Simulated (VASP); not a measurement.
# SiO (Pm-3m) in VASP: further runs

The runs below take SiO through relaxation of cell and atoms, single point, with PBEsol+D4, PBE, RPBE.

Program: VASP 6.6.1. These are calculated values, not measurements. Logs are shortened: lines on timing, memory, paths and dates and some standing lists are left out, and cuts for length are marked.

## Step 1: The cell of the first run

The structure is cubic, space group Pm-3m (No. 221). Conventional cell: a = 2.807 Å, b = 2.807 Å, c = 2.807 Å, α = 90.00°, β = 90.00°, γ = 90.00°. Si (site symmetry m-3m) has 8 O at 2.43 Å and 6 Si at 2.81 Å within 3.2 Å. Within 3.2 Å of O (site symmetry m-3m) lie 8 Si at 2.43 Å and 6 O at 2.81 Å.

## Step 2: Relaxation of cell and atoms, PBEsol+D4

INCAR reads:

```
SYSTEM = SiO
PREC = Accurate
ENCUT = 600
EDIFF = 1E-7
ISMEAR = -1
SIGMA = 0.05
LREAL = .FALSE.
LASPH = .TRUE.
NELM = 80
ALGO = Normal
ISIF = 3
LWAVE = .FALSE.
LCHARG = .FALSE.
GGA = PS
IVDW = 13
IBRION = 2
NSW = 60
EDIFFG = -0.01
```

KPOINTS reads:

```
regular mesh
0
G
  9 9 9
  0 0 0
```

POSCAR reads:

```
SiO
1.0
    2.8069700000      0.0000000000      0.0000000000
    0.0000000000      2.8069700000      0.0000000000
    0.0000000000      0.0000000000      2.8069700000
Si O
1 1
Direct
    0.0000000000      0.0000000000      0.0000000000
    0.5000000000      0.5000000000      0.5000000000
```

Potentials or basis: VASP PAW PBE potentials, release 64 (Si, O).

Launch:

```
> cat potpaw_PBE.64/Si/POTCAR potpaw_PBE.64/O/POTCAR > POTCAR
> mpirun -np 1 vasp_std > vasp.out
```

OUTCAR:

```text
SYSTEM = SiO
   PREC = Accurate
   ENCUT = 600
   EDIFF = 1E-7
   ISMEAR = -1
   LREAL = .FALSE.
   LASPH = .TRUE.
   NELM = 80
   ISIF = 3
   GGA = PS
   IVDW = 13
   IBRION = 2
   NSW = 60
   EDIFFG = -0.01

 ion  position               nearest neighbor table
   1  0.000  0.000  0.000-   2 2.43   2 2.43   2 2.43   2 2.43   2 2.43   2 2.43   2 2.43   2 2.43

   2  0.500  0.500  0.500-   1 2.43   1 2.43   1 2.43   1 2.43   1 2.43   1 2.43   1 2.43   1 2.43

  LATTYP: Found a simple cubic cell.
 ALAT       =     2.8069700000

  Lattice vectors:

 A1 = (   2.8069700000,   0.0000000000,   0.0000000000)
 A2 = (   0.0000000000,   2.8069700000,   0.0000000000)
 A3 = (   0.0000000000,   0.0000000000,   2.8069700000)

Analysis of symmetry for initial positions (statically):
=====================================================================
 Subroutine PRICEL returns:
 Original cell was already a primitive cell.

 Routine SETGRP: Setting up the symmetry group for a
 simple cubic supercell.

 Subroutine GETGRP returns: Found 48 space group operations
 (whereof 48 operations were pure point group operations)
 out of a pool of 48 trial point group operations.

The static configuration has the point symmetry O_h .

Analysis of symmetry for dynamics (positions and initial velocities):
=====================================================================
 Subroutine PRICEL returns:
 Original cell was already a primitive cell.

 Routine SETGRP: Setting up the symmetry group for a
 simple cubic supercell.

 Subroutine GETGRP returns: Found 48 space group operations
 (whereof 48 operations were pure point group operations)
 out of a pool of 48 trial point group operations.

The dynamic configuration has the point symmetry O_h .

 Subroutine INISYM returns: Found 48 space group operations
 (whereof 48 operations are pure point group operations),
 and found     1 'primitive' translations

----------------------------------------------------------------------------------------

                                     Primitive cell

  volume of cell :      22.1163

  direct lattice vectors                    reciprocal lattice vectors
     2.806970000  0.000000000  0.000000000     0.356256034  0.000000000  0.000000000
     0.000000000  2.806970000  0.000000000     0.000000000  0.356256034  0.000000000
     0.000000000  0.000000000  2.806970000     0.000000000  0.000000000  0.356256034

  length of vectors
     2.806970000  2.806970000  2.806970000     0.356256034  0.356256034  0.356256034

  position of ions in fractional coordinates (direct lattice)
     0.000000000  0.000000000  0.000000000
     0.500000000  0.500000000  0.500000000

  ion indices of the primitive-cell ions
   primitive index   ion index
                 1           1
                 2           2

----------------------------------------------------------------------------------------

 KPOINTS: regular mesh

Automatic generation of k-mesh.
 Grid dimensions read from file:
 generate k-points for:    9    9    9

 Generating k-lattice:

  Cartesian coordinates                     Fractional coordinates (reciprocal lattice)
     0.039584004  0.000000000  0.000000000     0.111111111  0.000000000  0.000000000
     0.000000000  0.039584004  0.000000000     0.000000000  0.111111111  0.000000000
     0.000000000  0.000000000  0.039584004     0.000000000  0.000000000  0.111111111

  Length of vectors
     0.039584004  0.039584004  0.039584004

  Shift w.r.t. Gamma in fractional coordinates (k-lattice)
     0.000000000  0.000000000  0.000000000

 Subroutine IBZKPT returns following result:
 ===========================================

 Found     35 irreducible k-points:

 Following reciprocal coordinates:
            Coordinates               Weight
  0.000000  0.000000  0.000000      1.000000
  0.111111  0.000000  0.000000      6.000000
  0.222222  0.000000  0.000000      6.000000
  0.333333  0.000000  0.000000      6.000000
  0.444444  0.000000  0.000000      6.000000
  0.111111  0.111111  0.000000     12.000000
[... 16 lines left out ...]
  0.333333  0.333333  0.111111     24.000000
  0.444444  0.333333  0.111111     48.000000
 [... further k-points ...]
   k-points           NKPTS =     35   k-points in BZ     NKDIM =     35   number of bands    NBANDS=      9
   number of dos      NEDOS =    301   number of ions     NIONS =      2
   total plane-waves  NPLWV =  13824
   dimension x,y,z NGX =    24 NGY =   24 NGZ =   24
   dimension x,y,z NGXF=    48 NGYF=   48 NGZF=   48
   ions per type =               1   1
   NGX,Y,Z   is equivalent  to a cutoff of  14.21, 14.21, 14.21 a.u.
   NGXF,Y,Z  is equivalent  to a cutoff of  28.43, 28.43, 28.43 a.u.
 SYSTEM =  SiO
   PREC   = accura    normal or accurate (medium, high low for compatibility)
   ISTART =      0    job   : 0-new  1-cont  2-samecut
   ICHARG =      2    charge: 1-file 2-atom 10-const
   ISPIN  =      1    spin polarized calculation?
   LNONCOLLINEAR =      F non collinear calculations
   LSORBIT =      F    spin-orbit coupling
   LASPH  =      T    aspherical Exc in radial PAW
   ENCUT  =  600.0 eV  44.10 Ry    6.64 a.u.   5.61  5.61  5.61*2*pi/ulx,y,z
   NELM   =     80;   NELMIN=  2; NELMDL= -5     # of ELM steps
   EDIFF  = 0.1E-06   stopping-criterion for ELM
   LREAL  =      F    real-space projection
   EDIFFG = -.1E-01   stopping-criterion for IOM
   NSW    =     60    number of steps for IOM
   IBRION =      2    ionic relax: 0-MD 1-quasi-New 2-CG
   NFREE  =      1    steps in history (QN), initial steepest desc. (CG)
   ISIF   =      3    stress and relaxation
   ISYM   =      2    0-nonsym 1-usesym 2-fastsym
   POTIM  = 0.5000    time-step for ionic-motion
   TEBEG  =    0.0;   TEEND  =   0.0 temperature during run
   PSTRESS=    0.0 pullay stress
   NELECT =      10.0000    total number of electrons
   NUPDOWN=      -1.0000    fix difference up-down
   EMIN   =  10.00;   EMAX   =-10.00  energy-range for DOS
   EFERMI =   0.00;   METHOD = LEGACY
   ISMEAR =    -1;   SIGMA  =   0.05  broadening in eV -4-tet -1-fermi 0-gaus
   EFERMI_NEDOS =   21; number of points for ismear=-14 and -15
   IALGO  =     38    algorithm
   IMIX   =      4    mixing-type and parameters
     AMIX     =   0.40;   BMIX     =  1.00
     AMIX_MAG =   1.60;   BMIX_MAG =  1.00
  volume/ion in A,a.u.               =      11.06        74.62
  Fermi-wavevector in a.u.,A,eV,Ry     =   1.256523  2.374484 21.481554  1.578850
  Thomas-Fermi vector in A             =   2.390227
   LORBIT       =      0    0 simple, 1 ext, 2 COOP (PROOUT), +10 PAW based schemes
   GGA     = PS    functional components
   LHFCALC =     F    Hartree Fock is set to
   AEXX    =    0.0000 exact exchange contribution
   IVDW    =    13    specifies the selected vdW correction
   LEPSILON=     F    determine dielectric tensor
   LRPA    =     F    only Hartree local field effects (RPA)
 conjugate gradient relaxation of ions
 non-spin polarized calculation
  energy-cutoff  :      600.00
  volume of cell :       22.12
 maximum number of plane-waves:       748
 NGX is ok and might be reduce to    24
   NGX = 11   NGY = 11   NGZ = 11

--------------------------------------- Ionic step        1  -------------------------------------------

 number of electron      10.0000005 magnetization

 Free energy of the ion-electron system (eV)
  ---------------------------------------------------
  ext. energy  EPLUGINS =         0.00000000
  ---------------------------------------------------
  free energy    TOTEN  =       -11.22265527 eV

  energy without entropy =      -11.22013617  energy(sigma->0) =      -11.22139572

------------------------ aborting loop because EDIFF is reached ----------------------------------------

  DFT-D4 for vdW energy calculation

  Edisp (eV):   -0.31596

  FORCE on cell =-STRESS in cart. coord.  units (eV):
  Direction    XX          YY          ZZ          XY          YZ          ZX
  --------------------------------------------------------------------------------------
  -------------------------------------------------------------------------------------
  Total      -0.79742    -0.79742    -0.79742     0.00000    -0.00000     0.00000
  in kB     -57.76731   -57.76731   -57.76731     0.00000    -0.00000     0.00000
  external pressure =      -57.77 kB  Pullay stress =        0.00 kB

 VOLUME and BASIS-vectors are now :
 -----------------------------------------------------------------------------
  energy-cutoff  :      600.00
  volume of cell :       22.12
      direct lattice vectors                 reciprocal lattice vectors
     2.806970000  0.000000000  0.000000000     0.356256034  0.000000000  0.000000000
     0.000000000  2.806970000  0.000000000     0.000000000  0.356256034  0.000000000
     0.000000000  0.000000000  2.806970000     0.000000000  0.000000000  0.356256034
[... 81 lines left out ...]
 POSITION                                       TOTAL-FORCE (eV/Angst)
 -----------------------------------------------------------------------------------
      0.00000      0.00000      0.00000        -0.000000     -0.000000      0.000000
      1.38024      1.38024      1.38024         0.000000      0.000000      0.000000
 -----------------------------------------------------------------------------------
    total drift:                                0.000000     -0.000000     -0.000000

  FREE ENERGIE OF THE ION-ELECTRON SYSTEM (eV)
  ---------------------------------------------------
  free  energy   TOTEN  =       -11.5608616962 eV

  energy  without entropy=      -11.5574808894  energy(sigma->0) =      -11.55917129

--------------------------------------- Ionic step        4  -------------------------------------------

 number of electron       9.9999996 magnetization

 Free energy of the ion-electron system (eV)
  ---------------------------------------------------
  ext. energy  EPLUGINS =         0.00000000
  ---------------------------------------------------
  free energy    TOTEN  =       -11.23411611 eV

  energy without entropy =      -11.23075432  energy(sigma->0) =      -11.23243522

 E-fermi :   8.7651     XC(G=0): -11.8246

 val. band max:        8.5519961410   @ k =   0.2222   0.2222   0.2222
 cond. band min:       8.8379100425   @ k =   0.4444   0.1111   0.1111
 fundamental gap:      0.2859139015
 Fermi energy:         8.7651245804

 k-point     1 :       0.0000    0.0000    0.0000
  band No.  band energies     occupation
      1     -11.6399      2.00000
      2       1.9036      2.00000
      3       5.1452      2.00000
      4       5.1452      2.00000
      5       5.1452      2.00000
      6      14.4438      0.00000
      7      14.4438      0.00000
      8      17.2333      0.00000
      9      17.2333      0.00000

 k-point     2 :       0.1111    0.0000    0.0000
  band No.  band energies     occupation
      1     -11.5135      2.00000
      2       1.3423      2.00000
      3       5.2307      2.00000
      4       5.2307      2.00000
      5       5.3416      2.00000
      6      13.8786      0.00000
      7      14.6488      0.00000
      8      17.0870      0.00000
      9      17.0870      0.00000
[... 253 lines left out ...]
 k-point    24 :       0.4444    0.3333    0.1111
  band No.  band energies     occupation
      1      -9.6340      2.00000
      2      -0.1629      2.00000
      3       1.9735      2.00000
      4       5.7924      2.00000
      5       6.0221      2.00000
      6      11.3960      0.00000
      7      12.1631      0.00000
      8      16.3118      0.00000
      9      18.9861      0.00000

 [... further k-points ...]

------------------------ aborting loop because EDIFF is reached ----------------------------------------

  DFT-D4 for vdW energy calculation

  Edisp (eV):   -0.32677

  FORCE on cell =-STRESS in cart. coord.  units (eV):
  Direction    XX          YY          ZZ          XY          YZ          ZX
  --------------------------------------------------------------------------------------
  -------------------------------------------------------------------------------------
  Total      -0.00502    -0.00502    -0.00502    -0.00000    -0.00000    -0.00000
  in kB      -0.38177    -0.38177    -0.38177    -0.00000    -0.00000    -0.00000
  external pressure =       -0.38 kB  Pullay stress =        0.00 kB

 VOLUME and BASIS-vectors are now :
 -----------------------------------------------------------------------------
  energy-cutoff  :      600.00
  volume of cell :       21.07
      direct lattice vectors                 reciprocal lattice vectors
     2.761947560 -0.000000000  0.000000000     0.362063355 -0.000000000 -0.000000000
     0.000000000  2.761947560 -0.000000000     0.000000000  0.362063355  0.000000000
     0.000000000 -0.000000000  2.761947560    -0.000000000  0.000000000  0.362063355

 POSITION                                       TOTAL-FORCE (eV/Angst)
 -----------------------------------------------------------------------------------
      0.00000      0.00000      0.00000        -0.000000     -0.000000      0.000000
      1.38097      1.38097      1.38097         0.000000      0.000000      0.000000
 -----------------------------------------------------------------------------------
    total drift:                                0.000000     -0.000000     -0.000000

  FREE ENERGIE OF THE ION-ELECTRON SYSTEM (eV)
  ---------------------------------------------------
  free  energy   TOTEN  =       -11.5608815897 eV

  energy  without entropy=      -11.5575197949  energy(sigma->0) =      -11.55920069

 reached required accuracy - stopping structural energy minimisation
```

It took 40 s on 1 thread of AMD EPYC 7R13, shared host; peak memory 0.11 GiB.

What came out:

| Property | Result |
| --- | --- |
| Free energy | -11.5609 eV |
| Relaxed volume | 10.53 Å³/atom |
| Relaxed cell | a = 2.762 Å, b = 2.762 Å, c = 2.762 Å, α = 90.00°, β = 90.00°, γ = 90.00° |
| Space group after relaxing (to 0.05 Å) | Pm-3m (No. 221) |
| Energy gained by relaxing | 11.1 meV/atom |
| Ionic steps | 4 |
| Pressure after relaxing | 0.0 GPa |
| Band gap on the k mesh | zero (band 5 reaches 8.84 eV, above the bottom of band 6 at 8.02 eV) |
| Dispersion energy per atom | -0.163 eV |

Step by step:
```tsv
step	energy change (eV)	largest force (eV/Å)	pressure (GPa)	volume (Å³)
1	0.0000	0.0000	-5.78	22.12
2	-0.0214	0.0000	1.39	20.86
3	-0.0222	0.0000	0.20	21.04
4	-0.0223	0.0000	-0.04	21.07
```

Final structure:
```
Si O
1.0
     2.76195    0.00000    0.00000
     0.00000    2.76195    0.00000
     0.00000    0.00000    2.76195
Si O
1 1
Direct
  0.00000 0.00000 0.00000
  0.50000 0.50000 0.50000
```

Levels at points of the mesh, in eV from the Fermi level:
```csv
k point,band 2,band 3,band 4,band 5,band 6,band 7,band 8,band 9
"(0.00, 0.00, 0.00)",-6.86,-3.62,-3.62,-3.62,5.68,5.68,8.47,8.47
```

Caveat: the PAW data sets were made with another functional, which shifts forces and pressure a little; pairwise dispersion overbinds metals, which lowers pressure and volume.

## Step 3: Single point, PBE

This run uses another cell than the first one, of 10.84 Å³/atom, 0.980 times its volume.

INCAR reads:

```
  PREC = Accurate
  ENCUT = 520
  EDIFF = 1E-7
  ISMEAR = -1
  SIGMA = 0.05
  LREAL = F
  LASPH = T
  NELM = 80
  ALGO = Normal
  ISIF = 2
  LWAVE = F
  LCHARG = F
  GGA = PE
  NBANDS = 12
```

KPOINTS reads:

```
Automatic mesh
0
Gamma
  9 9 9
```

POSCAR reads:

```
SiO
1.0
    2.7881307075      0.0000000000      0.0000000000
    0.0000000000      2.7881307075      0.0000000000
    0.0000000000      0.0000000000      2.7881307075
Si O
1 1
Direct
    0.0000000000      0.0000000000      0.0000000000
    0.5000000000      0.5000000000      0.5000000000
```

Potentials or basis: VASP PAW PBE potentials, release 64 (Si, O).

Launch:

```
> cat potpaw_PBE.64/Si/POTCAR potpaw_PBE.64/O/POTCAR > POTCAR
> mpirun -np 1 vasp_std > vasp.out
```

Run time: 5 s. Hardware: 1 thread of AMD EPYC 9R45 (Zen 5), shared host; peak memory 0.1 GiB.

It converged, with:

```
Free energy            : -10.3865 eV
Pressure               : 2.8 GPa
Band gap on the k mesh : zero (band 5 reaches 8.45 eV, above the bottom of band 6 at 7.78 eV)
```

Levels at points of the mesh, in eV from the Fermi level:
| k point | band 1 | band 2 | band 3 | band 4 | band 5 | band 6 | band 7 | band 8 | band 9 | band 10 |
| --- | --- | --- | --- | --- | --- | --- | --- | --- | --- | --- |
| (0.00, 0.00, 0.00) | -20.11 | -6.95 | -3.42 | -3.42 | -3.42 | 5.86 | 5.86 | 8.25 | 8.25 | 8.25 |

## Step 4: Single point, RPBE

INCAR reads:

```
SYSTEM = SiO
PREC     = Accurate       ! precision mode
ENCUT    = 520            ! plane-wave cutoff, eV
EDIFF    = 1E-6           ! SCF threshold, eV
ISMEAR   = -1             ! smearing method
SIGMA    = 0.05           ! smearing width, eV
LREAL    = .FALSE.        ! projectors in reciprocal space
LASPH    = .TRUE.         ! aspherical terms in the spheres
NELM     = 60             ! most SCF steps
ALGO     = Normal         ! electronic algorithm
ISIF     = 2              ! what is computed and relaxed
LWAVE    = .FALSE.        ! write WAVECAR
LCHARG   = .FALSE.        ! write CHGCAR
GGA      = RP             ! functional
NBANDS   = 12             ! bands
```

KPOINTS reads:

```
regular mesh
0
G
  9 9 9
  0 0 0
```

POSCAR reads:

```
SiO
1.0
    2.8069700000      0.0000000000      0.0000000000
    0.0000000000      2.8069700000      0.0000000000
    0.0000000000      0.0000000000      2.8069700000
Si O
1 1
Direct
    0.0000000000      0.0000000000      0.0000000000
    0.5000000000      0.5000000000      0.5000000000
```

Launch:

```
> cat potpaw_PBE.64/Si/POTCAR potpaw_PBE.64/O/POTCAR > POTCAR
> mpirun -np 1 vasp_std > vasp.out
```

Wall time 7.5 s (1 thread of AMD EPYC 9R45 (Zen 5), shared host); peak memory 0.1 GiB.

It converged, with:

```
Free energy            : -9.6293 eV
Pressure               : 2.6 GPa
Band gap on the k mesh : zero (band 5 reaches 8.25 eV, above the bottom of band 6 at 7.65 eV)
```

Levels at points of the mesh, in eV from the Fermi level:
```csv
k point,band 2,band 3,band 4,band 5,band 6,band 7,band 8,band 9
"(0.00, 0.00, 0.00)",-7.00,-3.30,-3.30,-3.30,5.89,5.89,8.15,8.15
```

Caveat: the PAW data sets were made with another functional, which shifts forces and pressure a little.

## Step 5: The runs side by side

```tsv
task	level	cell	cutoff (eV)	gap on the mesh (eV)	pressure (GPa)
relaxation of cell and atoms	PBEsol+D4	relaxed from a = 2.807 Å, 2 atoms	600	none	0.0
single point	PBE	a = 2.788 Å, 2 atoms	520	none	2.8
single point	RPBE	a = 2.807 Å, 2 atoms	520	none	2.6
```

Alike in all rows: potentials or basis VASP PAW PBE potentials, release 64 (Si, O); no spin polarisation; k mesh 9 × 9 × 9; smearing fermi-dirac 0.05 eV.

Caveats: the PAW data sets were made with another functional, which shifts forces and pressure a little (some runs); pairwise dispersion overbinds metals, which lowers pressure and volume (some runs).

Absolute energies hang on the potentials; compare differences alone.
